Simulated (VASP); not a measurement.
# CsRe2 (I4_1/amd) in VASP: further runs, part 2 of 3

VASP 6.6.1. Earlier steps stand in the parts before.

### 3 Single point, PBE

This run uses another cell than the first one, of 25.02 Å³/atom.

INCAR reads:

```
PREC     = Accurate       # precision mode
ENCUT    = 520            # plane-wave cutoff, eV
EDIFF    = 1E-6           # SCF threshold, eV
ISMEAR   = 0              # smearing method
SIGMA    = 0.1            # smearing width, eV
LREAL    = F              # projectors in reciprocal space
LASPH    = T              # aspherical terms in the spheres
NELM     = 100            # most SCF steps
ALGO     = Fast           # electronic algorithm
ISIF     = 2              # what is computed and relaxed
LWAVE    = F              # write WAVECAR
LCHARG   = F              # write CHGCAR
GGA      = PE             # functional
NBANDS   = 32             # bands
```

KPOINTS reads:

```
regular mesh
0
Gamma
  6 6 6
```

POSCAR reads:

```
CsRe2
1.0
   -2.2100331827      2.2100331827      7.6842307414
    2.2100331827     -2.2100331827      7.6842307414
    2.2100331827      2.2100331827     -7.6842307414
Cs Re
2 4
Direct
    0.0000000000      0.0000000000      0.0000000000
    0.7500000000      0.2500000000      0.5000000000
    0.4165000000      0.4165000000      0.0000000000
    0.1665000000      0.6665000000      0.5000000000
    0.3335000000      0.8335000000      0.5000000000
    0.5835000000      0.5835000000      0.0000000000
```

Potentials or basis: VASP PAW PBE potentials, release 64 (Cs_sv, Re).

Run with:

```console
> cat potpaw_PBE.64/Cs_sv/POTCAR potpaw_PBE.64/Re/POTCAR > POTCAR
> mpirun -np 1 vasp_std > vasp.out
```

OUTCAR:

```text
PREC = Accurate
   ENCUT = 520
   EDIFF = 1E-6
   ISMEAR = 0
   LREAL = F
   LASPH = T
   NELM = 100
   ISIF = 2
   GGA = PE

 ion  position               nearest neighbor table
   1  0.000  0.000  0.000-
   2  0.750  0.250  0.500-
   3  0.416  0.416  0.000-   5 2.55   5 2.55   6 2.57
   4  0.166  0.666  0.500-   6 2.55   6 2.55   5 2.57
   5  0.334  0.834  0.500-   3 2.55   3 2.55   4 2.57
   6  0.584  0.584  0.000-   4 2.55   4 2.55   3 2.57

  LATTYP: Found a body centered tetragonal cell.
 ALAT       =     4.4200663654
 C/A-ratio  =     3.4769752787

  Lattice vectors:

 A1 = (  -2.2100331827,   2.2100331827,   7.6842307414)
 A2 = (   2.2100331827,  -2.2100331827,   7.6842307414)
 A3 = (   2.2100331827,   2.2100331827,  -7.6842307414)

Analysis of symmetry for initial positions (statically):
=====================================================================
 Subroutine PRICEL returns:
 Original cell was already a primitive cell.

 Routine SETGRP: Setting up the symmetry group for a
 body centered tetragonal supercell.

 Subroutine GETGRP returns: Found 16 space group operations
 (whereof  8 operations were pure point group operations)
 out of a pool of 16 trial point group operations.

The static configuration has the point symmetry D_2d.
 The point group associated with its full space group is D_4h.

Analysis of symmetry for dynamics (positions and initial velocities):
=====================================================================
 Subroutine PRICEL returns:
 Original cell was already a primitive cell.

 Routine SETGRP: Setting up the symmetry group for a
 body centered tetragonal supercell.

 Subroutine GETGRP returns: Found 16 space group operations
 (whereof  8 operations were pure point group operations)
 out of a pool of 16 trial point group operations.

The dynamic configuration has the point symmetry D_2d.
 The point group associated with its full space group is D_4h.

 Subroutine INISYM returns: Found 16 space group operations
 (whereof  8 operations are pure point group operations),
 and found     1 'primitive' translations

----------------------------------------------------------------------------------------

                                     Primitive cell

  volume of cell :     150.1267

  direct lattice vectors                    reciprocal lattice vectors
    -2.210033183  2.210033183  7.684230741     0.000000000  0.226240947  0.065068322
     2.210033183 -2.210033183  7.684230741     0.226240947  0.000000000  0.065068322
     2.210033183  2.210033183 -7.684230741     0.226240947  0.226240947  0.000000000

  length of vectors
     8.295534668  8.295534668  8.295534668     0.235412091  0.235412091  0.319953016

  position of ions in fractional coordinates (direct lattice)
     0.000000000  0.000000000  0.000000000
     0.750000000  0.250000000  0.500000000
     0.416500000  0.416500000  0.000000000
     0.166500000  0.666500000  0.500000000
     0.333500000  0.833500000  0.500000000
     0.583500000  0.583500000  0.000000000

  ion indices of the primitive-cell ions
   primitive index   ion index
                 1           1
                 2           2
                 3           3
                 4           4
                 5           5
[... 31 lines left out ...]
  0.166667 -0.000000  0.000000      8.000000
  0.333333 -0.000000  0.000000      8.000000
  0.500000  0.000000 -0.000000      4.000000
  0.166667  0.166667  0.000000      8.000000
  0.333333  0.166667  0.000000     16.000000
[... 16 lines left out ...]
 -0.333333 -0.333333  0.166667      8.000000
 -0.166667 -0.333333  0.166667      8.000000
 [... further k-points ...]
   k-points           NKPTS =     30   k-points in BZ     NKDIM =     30   number of bands    NBANDS=     32
   number of dos      NEDOS =    301   number of ions     NIONS =      6
   total plane-waves  NPLWV = 262144
   dimension x,y,z NGX =    64 NGY =   64 NGZ =   64
   dimension x,y,z NGXF=   128 NGYF=  128 NGZF=  128
   ions per type =               2   4
   NGX,Y,Z   is equivalent  to a cutoff of  12.83, 12.83, 12.83 a.u.
   NGXF,Y,Z  is equivalent  to a cutoff of  25.65, 25.65, 25.65 a.u.
 SYSTEM =  unknown system
   PREC   = accura    normal or accurate (medium, high low for compatibility)
   ISTART =      0    job   : 0-new  1-cont  2-samecut
   ICHARG =      2    charge: 1-file 2-atom 10-const
   ISPIN  =      1    spin polarized calculation?
   LNONCOLLINEAR =      F non collinear calculations
   LSORBIT =      F    spin-orbit coupling
   LASPH  =      T    aspherical Exc in radial PAW
   ENCUT  =  520.0 eV  38.22 Ry    6.18 a.u.  15.42 15.42 15.42*2*pi/ulx,y,z
   NELM   =    100;   NELMIN=  2; NELMDL= -5     # of ELM steps
   EDIFF  = 0.1E-05   stopping-criterion for ELM
   LREAL  =      F    real-space projection
   EDIFFG = 0.1E-04   stopping-criterion for IOM
   NSW    =      0    number of steps for IOM
   IBRION =     -1    ionic relax: 0-MD 1-quasi-New 2-CG
   NFREE  =      0    steps in history (QN), initial steepest desc. (CG)
   ISIF   =      2    stress and relaxation
   ISYM   =      2    0-nonsym 1-usesym 2-fastsym
   POTIM  = 0.5000    time-step for ionic-motion
   TEBEG  =    0.0;   TEEND  =   0.0 temperature during run
   PSTRESS=    0.0 pullay stress
   NELECT =      46.0000    total number of electrons
   NUPDOWN=      -1.0000    fix difference up-down
   EMIN   =  10.00;   EMAX   =-10.00  energy-range for DOS
   EFERMI =   0.00;   METHOD = LEGACY
   ISMEAR =     0;   SIGMA  =   0.10  broadening in eV -4-tet -1-fermi 0-gaus
   EFERMI_NEDOS =   21; number of points for ismear=-14 and -15
   IALGO  =     68    algorithm
   IMIX   =      4    mixing-type and parameters
     AMIX     =   0.40;   BMIX     =  1.00
     AMIX_MAG =   1.60;   BMIX_MAG =  1.00
  volume/ion in A,a.u.               =      25.02       168.85
  Fermi-wavevector in a.u.,A,eV,Ry     =   1.103676  2.085645 16.573255  1.218100
  Thomas-Fermi vector in A             =   2.240137
   LORBIT       =      0    0 simple, 1 ext, 2 COOP (PROOUT), +10 PAW based schemes
   GGA     = PE    functional components
   LHFCALC =     F    Hartree Fock is set to
   AEXX    =    0.0000 exact exchange contribution
   IVDW    =     0    specifies the selected vdW correction
   LEPSILON=     F    determine dielectric tensor
   LRPA    =     F    only Hartree local field effects (RPA)
 non-spin polarized calculation
 RMM-DIIS sequential band-by-band and
 Gauss-broadening in eV      SIGMA  =   0.10
  energy-cutoff  :      520.00
  volume of cell :      150.13
 maximum number of plane-waves:      4081
 NGX is ok and might be reduce to    64
   NGX = 31   NGY = 31   NGZ = 31

 number of electron      46.0000002 magnetization

 Free energy of the ion-electron system (eV)
  ---------------------------------------------------
  ext. energy  EPLUGINS =         0.00000000
  ---------------------------------------------------
  free energy    TOTEN  =       -38.90291722 eV

  energy without entropy =      -38.86612018  energy(sigma->0) =      -38.88451870

 E-fermi :   3.9292     XC(G=0): -10.7887

 val. band max:        3.9267700540   @ k =   0.5000   0.5000  -0.0000
 cond. band min:       3.9309548438   @ k =   0.5000   0.5000   0.5000
 fundamental gap:      0.0041847898
 Fermi energy:         3.9292342358

 k-point     1 :       0.0000    0.0000    0.0000
  band No.  band energies     occupation
      1     -17.2121      2.00000
      2     -17.1132      2.00000
      3      -5.1299      2.00000
      4      -4.1885      2.00000
      5      -4.1885      2.00000
      6      -4.0878      2.00000
[... 829 lines left out ...]
     31       7.6849      0.00000
     32       8.1194      0.00000

 [... further k-points ...]

------------------------ aborting loop because EDIFF is reached ----------------------------------------

  FORCE on cell =-STRESS in cart. coord.  units (eV):
  Direction    XX          YY          ZZ          XY          YZ          ZX
  --------------------------------------------------------------------------------------
  -------------------------------------------------------------------------------------
  Total        1.4699886      1.4699886     -4.6238983      0.0000000      0.0000000      0.0000000
  in kB       15.6879631     15.6879631    -49.3470138      0.0000000      0.0000000      0.0000000
  external PRESSURE =      -5.9903626 kB  Pullay stress =       0.0000000 kB

 VOLUME and BASIS-vectors are now :
 -----------------------------------------------------------------------------
  energy-cutoff  :      520.00
  volume of cell :      150.13
      direct lattice vectors                 reciprocal lattice vectors
    -2.210033183  2.210033183  7.684230741     0.000000000  0.226240947  0.065068322
     2.210033183 -2.210033183  7.684230741     0.226240947  0.000000000  0.065068322
     2.210033183  2.210033183 -7.684230741     0.226240947  0.226240947  0.000000000

 POSITION                                       TOTAL-FORCE (eV/Angst)
 -----------------------------------------------------------------------------------
      0.00000      0.00000      0.00000        -0.000000     -0.000000     -0.000000
      0.00000      2.21003      3.84212        -0.000000     -0.000000     -0.000000
      0.00000      0.00000      6.40096        -0.000000      0.000000      0.091878
      2.21003      0.00000      2.55885         0.000000     -0.000000      0.091878
      2.21003      0.00000      5.12538         0.000000     -0.000000     -0.091878
      0.00000      0.00000      8.96750        -0.000000      0.000000     -0.091878
 -----------------------------------------------------------------------------------
    total drift:                               -0.000000     -0.000000      0.000000

  FREE ENERGIE OF THE ION-ELECTRON SYSTEM (eV)
  ---------------------------------------------------
  free  energy   TOTEN  =       -38.9029172237 eV

  energy  without entropy=      -38.8661201766  energy(sigma->0) =      -38.88451870
```

It took 6.1 min on 1 thread of Intel Xeon 6975P-C (Granite Rapids), shared host; peak memory 0.6 GiB.

Results:

```yaml
Free_energy: -38.9029 eV
Pressure: -0.6 GPa
Largest_force: 0.092 eV/Å
Band_gap_on_the_k_mesh: zero (bands 23 and 24 overlap by 1.11 eV)
```

Forces on the atoms (eV/Å):
```
Cs   0.000  0.000  0.000
Cs   0.000  0.000  0.000
Re   0.000  0.000  0.092
Re   0.000  0.000  0.092
Re   0.000  0.000 -0.092
Re   0.000  0.000 -0.092
```

Caveat: spin-orbit coupling is left out, which moves the levels of the heavy elements.

(Part 2 of 3 ends here.)
